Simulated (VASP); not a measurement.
# CuI (I-4m2) in VASP: notebook

Runs on CuI. Level: r2SCAN. Tasks: single point.

Program: VASP 6.6.1. These are calculated values, not measurements. Logs are shortened: lines on timing, memory, paths and dates and some standing lists are left out, and cuts for length are marked.

## 1. The cell of the first run

The structure is tetragonal, space group I-4m2 (No. 119). Conventional cell: a = 4.217 Å, b = 4.217 Å, c = 6.060 Å, α = 90.00°, β = 90.00°, γ = 90.00°. Cu (site symmetry -4m2) has 4 I at 2.60 Å within 3.4 Å. I (site symmetry -4m2) has 4 Cu at 2.60 Å within 3.4 Å.

## 2. Single point, r2SCAN (in-plane strain -0.01)

POSCAR reads:

```
CuI
1.0
    2.9815801951      2.9815801951      0.0000000000
   -2.9815801951      2.9815801951      0.0000000000
    0.0000000000      2.9815801951      3.0297673498
Cu I
1 1
Direct
    0.7500000000      0.2500000000      0.5000000000
    0.0000000000      0.0000000000      0.0000000000
```

INCAR.step1 reads:

```
ALGO = Normal ; EDIFF = 1E-4
ENCUT = 520 ; GGA = PE
ISMEAR = 0 ; LASPH = True
LCHARG = False ; LREAL = False
LWAVE = True ; NBANDS = 16
NELM = 100 ; PREC = Accurate
SIGMA = 0.01
```

INCAR.step2 reads:

```
ALGO = Normal ; EDIFF = 1E-7
ENCUT = 520 ; ISIF = 2
ISMEAR = 0 ; ISTART = 1
LASPH = True ; LCHARG = True
LELF = True ; LMIXTAU = True
LREAL = False ; LVHAR = True
LWAVE = False ; METAGGA = R2SCAN
NBANDS = 16 ; NELM = 100
PREC = Accurate ; SIGMA = 0.01
```

KPOINTS reads:

```
k-points
0
Gamma
  6 6 6
```

Potentials or basis: VASP PAW PBE potentials, release 64 (Cu, I).

Started as:

```sh
$ cat potpaw_PBE.64/Cu/POTCAR potpaw_PBE.64/I/POTCAR > POTCAR
$ cp INCAR.step1 INCAR
$ mpirun -np 1 vasp_std > vasp.out
$ cp INCAR.step2 INCAR
$ mpirun -np 1 vasp_std > vasp.out
```

OUTCAR:

```text
EDIFF = 1E-7
   ENCUT = 520
   ISIF = 2
   ISMEAR = 0
   ISTART = 1
   LASPH = True
   LREAL = False
   METAGGA = R2SCAN
   NELM = 100
   PREC = Accurate

 ion  position               nearest neighbor table
   1  0.750  0.250  0.500-   2 2.60   2 2.60   2 2.60   2 2.60
   2  0.000  0.000  0.000-   1 2.60   1 2.60   1 2.60   1 2.60

  LATTYP: Found a body centered tetragonal cell.
 ALAT       =     4.2165911492
 C/A-ratio  =     1.4370695392

  Lattice vectors:

 A1 = (   2.9815801951,   0.0000000000,  -3.0297673498)
 A2 = (  -2.9815801951,   0.0000000000,  -3.0297673498)
 A3 = (   0.0000000000,   2.9815801951,   3.0297673498)

Analysis of symmetry for initial positions (statically):
=====================================================================
 Subroutine PRICEL returns:
 Original cell was already a primitive cell.

 Routine SETGRP: Setting up the symmetry group for a
 body centered tetragonal supercell.

 Subroutine GETGRP returns: Found  8 space group operations
 (whereof  8 operations were pure point group operations)
 out of a pool of 16 trial point group operations.

The static configuration has the point symmetry D_2d.

Analysis of symmetry for dynamics (positions and initial velocities):
=====================================================================
 Subroutine PRICEL returns:
 Original cell was already a primitive cell.

 Routine SETGRP: Setting up the symmetry group for a
 body centered tetragonal supercell.

 Subroutine GETGRP returns: Found  8 space group operations
 (whereof  8 operations were pure point group operations)
 out of a pool of 16 trial point group operations.

The dynamic configuration has the point symmetry D_2d.

 Subroutine INISYM returns: Found  8 space group operations
 (whereof  8 operations are pure point group operations),
 and found     1 'primitive' translations

----------------------------------------------------------------------------------------

                                     Primitive cell

  volume of cell :      53.8682

  direct lattice vectors                    reciprocal lattice vectors
     2.981580195  2.981580195  0.000000000     0.167696311  0.167696311 -0.165029173
    -2.981580195  2.981580195  0.000000000    -0.167696311  0.167696311 -0.165029173
     0.000000000  2.981580195  3.029767350     0.000000000  0.000000000  0.330058346

  length of vectors
     4.216591149  4.216591149  4.250801178     0.288926865  0.288926865  0.330058346

  position of ions in fractional coordinates (direct lattice)
     0.750000000  0.250000000  0.500000000
     0.000000000  0.000000000  0.000000000

  ion indices of the primitive-cell ions
   primitive index   ion index
                 1           1
                 2           2

----------------------------------------------------------------------------------------

 KPOINTS: k-points

Automatic generation of k-mesh.
 Grid dimensions read from file:
 generate k-points for:    6    6    6

 Generating k-lattice:

  Cartesian coordinates                     Fractional coordinates (reciprocal lattice)
     0.027949385  0.027949385 -0.027504862     0.166666667  0.000000000  0.000000000
    -0.027949385  0.027949385 -0.027504862     0.000000000  0.166666667  0.000000000
     0.000000000  0.000000000  0.055009724     0.000000000  0.000000000  0.166666667

  Length of vectors
     0.048154478  0.048154478  0.055009724

  Shift w.r.t. Gamma in fractional coordinates (k-lattice)
     0.000000000  0.000000000  0.000000000

 Subroutine IBZKPT returns following result:
 ===========================================

 Found     30 irreducible k-points:

 Following reciprocal coordinates:
            Coordinates               Weight
  0.000000  0.000000  0.000000      1.000000
  0.166667  0.000000  0.000000      8.000000
  0.333333  0.000000  0.000000      8.000000
  0.500000  0.000000  0.000000      4.000000
  0.166667  0.166667  0.000000      8.000000
  0.333333  0.166667  0.000000     16.000000
[... 16 lines left out ...]
 -0.333333 -0.333333  0.166667      4.000000
 -0.166667 -0.333333  0.166667     16.000000
 [... further k-points ...]
   k-points           NKPTS =     30   k-points in BZ     NKDIM =     30   number of bands    NBANDS=     16
   number of dos      NEDOS =    301   number of ions     NIONS =      2
   total plane-waves  NPLWV =  32768
   dimension x,y,z NGX =    32 NGY =   32 NGZ =   32
   dimension x,y,z NGXF=    64 NGYF=   64 NGZF=   64
   ions per type =               1   1
   NGX,Y,Z   is equivalent  to a cutoff of  12.62, 12.62, 12.51 a.u.
   NGXF,Y,Z  is equivalent  to a cutoff of  25.23, 25.23, 25.03 a.u.
 SYSTEM =  unknown system
   PREC   = accura    normal or accurate (medium, high low for compatibility)
   ISTART =      1    job   : 0-new  1-cont  2-samecut
   ICHARG =      0    charge: 1-file 2-atom 10-const
   ISPIN  =      1    spin polarized calculation?
   LNONCOLLINEAR =      F non collinear calculations
   LSORBIT =      F    spin-orbit coupling
   LASPH  =      T    aspherical Exc in radial PAW
   ENCUT  =  520.0 eV  38.22 Ry    6.18 a.u.   7.84  7.84  7.90*2*pi/ulx,y,z
   NELM   =    100;   NELMIN=  2; NELMDL=  0     # of ELM steps
   EDIFF  = 0.1E-06   stopping-criterion for ELM
   LREAL  =      F    real-space projection
   EDIFFG = 0.1E-05   stopping-criterion for IOM
   NSW    =      0    number of steps for IOM
   IBRION =     -1    ionic relax: 0-MD 1-quasi-New 2-CG
   NFREE  =      0    steps in history (QN), initial steepest desc. (CG)
   ISIF   =      2    stress and relaxation
   ISYM   =      2    0-nonsym 1-usesym 2-fastsym
   POTIM  = 0.5000    time-step for ionic-motion
   TEBEG  =    0.0;   TEEND  =   0.0 temperature during run
   PSTRESS=    0.0 pullay stress
   NELECT =      18.0000    total number of electrons
   NUPDOWN=      -1.0000    fix difference up-down
   EMIN   =  10.00;   EMAX   =-10.00  energy-range for DOS
   EFERMI =   0.00;   METHOD = LEGACY
   ISMEAR =     0;   SIGMA  =   0.01  broadening in eV -4-tet -1-fermi 0-gaus
   EFERMI_NEDOS =   21; number of points for ismear=-14 and -15
   IALGO  =     38    algorithm
   IMIX   =      4    mixing-type and parameters
     AMIX     =   0.40;   BMIX     =  1.00
     AMIX_MAG =   1.60;   BMIX_MAG =  1.00
  volume/ion in A,a.u.               =      26.93       181.76
  Fermi-wavevector in a.u.,A,eV,Ry     =   1.136026  2.146778 17.559066  1.290555
  Thomas-Fermi vector in A             =   2.272731
   LORBIT       =      0    0 simple, 1 ext, 2 COOP (PROOUT), +10 PAW based schemes
   METAGGA = R2SCAN    functional components
   LHFCALC =     F    Hartree Fock is set to
   AEXX    =    0.0000 exact exchange contribution
   IVDW    =     0    specifies the selected vdW correction
   LEPSILON=     F    determine dielectric tensor
   LRPA    =     F    only Hartree local field effects (RPA)
 non-spin polarized calculation
 Gauss-broadening in eV      SIGMA  =   0.01
  energy-cutoff  :      520.00
  volume of cell :       53.87
 maximum number of plane-waves:      1462
   NGX = 15   NGY = 15   NGZ = 15

 number of electron      18.0000009 magnetization

 Free energy of the ion-electron system (eV)
  ---------------------------------------------------
  ext. energy  EPLUGINS =         0.00000000
  ---------------------------------------------------
  free energy    TOTEN  =       -35.79162237 eV

  energy without entropy =      -35.79162237  energy(sigma->0) =      -35.79162237

 E-fermi :   4.6866     XC(G=0):  -9.6168

 val. band max:        4.6411621357   @ k =   0.0000   0.0000   0.0000
 cond. band min:       6.3465464250   @ k =   0.0000   0.0000   0.0000
 fundamental gap:      1.7053842893
 Fermi energy:         4.6865842301

 k-point     1 :       0.0000    0.0000    0.0000
  band No.  band energies     occupation
      1     -10.0792      2.00000
      2       0.6616      2.00000
      3       0.6823      2.00000
      4       0.6823      2.00000
      5       2.6457      2.00000
      6       2.6595      2.00000
[... 8 lines left out ...]
     15      14.5607      0.00000
     16      14.8110      0.00000

 k-point     2 :       0.1667    0.0000    0.0000
  band No.  band energies     occupation
      1      -9.9369      2.00000
      2       0.1608      2.00000
      3       0.6736      2.00000
      4       0.6978      2.00000
      5       2.6373      2.00000
      6       2.6483      2.00000
[... 8 lines left out ...]
     15      13.8624      0.00000
     16      14.3053      0.00000

 k-point     3 :       0.3333    0.0000    0.0000
  band No.  band energies     occupation
      1      -9.6224      2.00000
      2      -0.8690      2.00000
      3       0.6754      2.00000
      4       0.7223      2.00000
      5       2.6526      2.00000
      6       2.6552      2.00000
[... 8 lines left out ...]
     15      14.3361      0.00000
     16      14.3662      0.00000

 k-point     4 :       0.5000    0.0000    0.0000
  band No.  band energies     occupation
      1      -9.4462      2.00000
      2      -1.3774      2.00000
      3       0.6719      2.00000
      4       0.7307      2.00000
      5       2.6804      2.00000
      6       2.6829      2.00000
[... 8 lines left out ...]
     15      16.0592      0.00000
     16      16.1793      0.00000

 k-point     5 :       0.1667    0.1667    0.0000
  band No.  band energies     occupation
      1      -9.7360      2.00000
      2      -0.3322      2.00000
      3       0.4949      2.00000
      4       0.7155      2.00000
      5       2.6022      2.00000
      6       2.6733      2.00000
[... 8 lines left out ...]
     15      14.6481      0.00000
     16      15.9146      0.00000

 k-point     6 :       0.3333    0.1667    0.0000
  band No.  band energies     occupation
      1      -9.4559      2.00000
      2      -0.9924      2.00000
      3       0.2934      2.00000
      4       0.6996      2.00000
      5       2.6247      2.00000
      6       2.6500      2.00000
[... 8 lines left out ...]
     15      15.0903      0.00000
     16      16.3712      0.00000

 k-point     7 :       0.5000    0.1667   -0.0000
  band No.  band energies     occupation
      1      -9.3941      2.00000
      2      -1.1640      2.00000
      3       0.3628      2.00000
      4       0.6507      2.00000
      5       2.6086      2.00000
      6       2.6887      2.00000
[... 8 lines left out ...]
     15      16.0268      0.00000
     16      16.1921      0.00000

 k-point     8 :      -0.3333    0.1667    0.0000
  band No.  band energies     occupation
      1      -9.6261      2.00000
      2      -0.5954      2.00000
      3       0.5555      2.00000
      4       0.6250      2.00000
      5       2.5793      2.00000
      6       2.6931      2.00000
[... 8 lines left out ...]
     15      15.2660      0.00000
     16      15.7116      0.00000

 k-point     9 :      -0.1667    0.1667    0.0000
  band No.  band energies     occupation
      1      -9.8873      2.00000
      2       0.1228      2.00000
      3       0.6247      2.00000
      4       0.6471      2.00000
      5       2.5983      2.00000
      6       2.6740      2.00000
[... 8 lines left out ...]
     15      14.9044      0.00000
     16      15.3578      0.00000
[... 172 lines left out ...]
 k-point    19 :       0.3333    0.3333    0.1667
  band No.  band energies     occupation
      1      -9.3994      2.00000
      2      -0.8668      2.00000
      3       0.1553      2.00000
      4       0.6053      2.00000
      5       2.5863      2.00000
      6       2.6628      2.00000
[... 8 lines left out ...]
     15      16.2549      0.00000
     16      17.3984      0.00000

 k-point    20 :       0.5000    0.3333    0.1667
  band No.  band energies     occupation
      1      -9.2775      2.00000
      2      -0.9273      2.00000
      3      -0.1522      2.00000
      4       0.5605      2.00000
      5       2.5424      2.00000
      6       2.6556      2.00000
[... 8 lines left out ...]
     15      16.5704      0.00000
     16      17.2818      0.00000

 k-point    21 :       0.5000    0.5000    0.1667
  band No.  band energies     occupation
      1      -9.2184      2.00000
      2      -1.0251      2.00000
      3      -0.0152      2.00000
      4       0.4597      2.00000
      5       2.5993      2.00000
      6       2.6015      2.00000
[... 8 lines left out ...]
     15      16.9434      0.00000
     16      17.5447      0.00000

 k-point    22 :      -0.1667    0.5000    0.1667
  band No.  band energies     occupation
      1      -9.4014      2.00000
      2      -0.8792      2.00000
      3       0.1355      2.00000
      4       0.6374      2.00000
      5       2.5844      2.00000
      6       2.6751      2.00000
[... 8 lines left out ...]
     15      16.4418      0.00000
     16      17.4383      0.00000

 k-point    23 :      -0.3333   -0.3333    0.1667
  band No.  band energies     occupation
      1      -9.2242      2.00000
      2      -1.0150      2.00000
      3      -0.0319      2.00000
      4       0.4694      2.00000
      5       2.5838      2.00000
      6       2.5994      2.00000
[... 8 lines left out ...]
     15      16.6753      0.00000
     16      17.4493      0.00000

 k-point    24 :      -0.1667   -0.3333    0.1667
  band No.  band energies     occupation
      1      -9.2862      2.00000
      2      -0.9323      2.00000
      3      -0.1627      2.00000
      4       0.5905      2.00000
      5       2.5416      2.00000
      6       2.6465      2.00000
[... 8 lines left out ...]
     15      16.4513      0.00000
     16      17.0601      0.00000

 [... further k-points ...]

------------------------ aborting loop because EDIFF is reached ----------------------------------------

  FORCE on cell =-STRESS in cart. coord.  units (eV):
  Direction    XX          YY          ZZ          XY          YZ          ZX
  --------------------------------------------------------------------------------------
  -------------------------------------------------------------------------------------
  Total        0.2381031      0.2381031      0.1408952      0.0000000      0.0000000      0.0000000
  in kB        7.0817944      7.0817944      4.1905828      0.0000000      0.0000000      0.0000000
  external PRESSURE =       6.1180572 kB  Pullay stress =       0.0000000 kB

 VOLUME and BASIS-vectors are now :
 -----------------------------------------------------------------------------
  energy-cutoff  :      520.00
  volume of cell :       53.87
      direct lattice vectors                 reciprocal lattice vectors
     2.981580195  2.981580195  0.000000000     0.167696311  0.167696311 -0.165029173
    -2.981580195  2.981580195  0.000000000    -0.167696311  0.167696311 -0.165029173
     0.000000000  2.981580195  3.029767350     0.000000000  0.000000000  0.330058346

 POSITION                                       TOTAL-FORCE (eV/Angst)
 -----------------------------------------------------------------------------------
      1.49079      4.47237      1.51488        -0.000000      0.000000      0.000000
      0.00000      0.00000      0.00000         0.000000     -0.000000      0.000000
 -----------------------------------------------------------------------------------
    total drift:                                0.000005     -0.000000      0.000000

  FREE ENERGIE OF THE ION-ELECTRON SYSTEM (eV)
  ---------------------------------------------------
  free  energy   TOTEN  =       -35.7916223673 eV

  energy  without entropy=      -35.7916223673  energy(sigma->0) =      -35.79162237
```

Wall time 83 s (1 thread of AMD EPYC 9R45 (Zen 5), shared host); peak memory 0.17 GiB.

What came out:

* Free energy: -35.7916 eV
* Pressure: 0.6 GPa
* Band gap on the k mesh: 1.71 eV

Caveat: the cell differs from its parent crystal (in-plane strain -0.01); the PAW data sets were made with another functional, which shifts forces and pressure a little; spin-orbit coupling is left out, which moves the levels of the heavy elements.

[end of part 1 of 3]
